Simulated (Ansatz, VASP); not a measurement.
## Ag in VASP and in Ansatz

```
Ag
1.0
     0.06014    1.91910    2.05986
     2.07678   -0.35672    2.47672
     1.69114    1.95032    0.02892
Ag
1
Direct
  0.00000 0.00000 0.00000
```

Change from the starting cell: cell sheared at random, sigma 0.1, atoms nudged by 0.01 Å.

Alike in both runs: task single point; functional PBE; k mesh 14 × 14 × 14; occupations gaussian, width 0.15 eV; no spin polarisation.

```csv
,VASP,Ansatz
version,VASP 6.6.1,Ansatz 0.2.0
potentials or method,"VASP PAW PBE potentials, release 64 (Ag), cutoff 500 eV","scalar-relativistic, plane waves, PAW"
valence electrons in the cell,11,19
```

|  | VASP | Ansatz | Ansatz less VASP |
| --- | --- | --- | --- |
| gap on the k mesh at the Fermi level (eV) | none | none | - |
| pressure (GPa) | 15.3 | 15.5 | +0.23 |
| traceless stress, the component that is largest in VASP (GPa) | 15.99 | 16.14 | +0.150 |

A gap of «none» marks a metal or a gap that the smearing closes. VASP's potentials hold 11 valence electrons a cell and Ansatz's 19, so a difference there can come from the potentials and not from the codes.
